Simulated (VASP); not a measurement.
Here is a VASP 6.6.1 calculation.

File INCAR:

```
PREC = Accurate ; ENCUT = 500
EDIFF = 1E-7 ; ISMEAR = 0
SIGMA = 0.01 ; LREAL = F
LASPH = T ; NELM = 120
ALGO = Normal ; ISIF = 3
LWAVE = F ; LCHARG = F
GGA = PS ; IBRION = 2
NSW = 100 ; EDIFFG = -0.002
PSTRESS = 100.0 ; GGA_COMPAT = F
NELMIN = 4
```

The input KPOINTS:

```
Automatic mesh
0
Gamma
  8 8 8
```

POSCAR

```
CaS
1.0
    0.0000000000      2.8171705071      2.8171705071
    2.8171705071      0.0000000000      2.8171705071
    2.8171705071      2.8171705071      0.0000000000
Ca S
1 1
Direct
    0.0000000000      0.0000000000      0.0000000000
    0.5000000000      0.5000000000      0.5000000000
```

Potentials or basis: VASP PAW PBE potentials, release 64 (Ca_sv, S).

Command:

```bash
$ cat potpaw_PBE.64/Ca_sv/POTCAR potpaw_PBE.64/S/POTCAR > POTCAR
$ mpirun -np 1 vasp_std > vasp.out
```

(1) Estimate the band gap on the k mesh.

(2) Estimate the space group after relaxing (to 0.05 Å).

(3) Estimate the relaxed volume.

Answers

(1) 1.78 eV, indirect (least direct gap 2.70 eV).

(2) Fm-3m (No. 225).

(3) 19.78 Å³/atom.

Caveat: the cell is relaxed towards a set pressure, so the enthalpy falls and the energy may rise; the PAW data sets were made with another functional, which shifts forces and pressure a little.
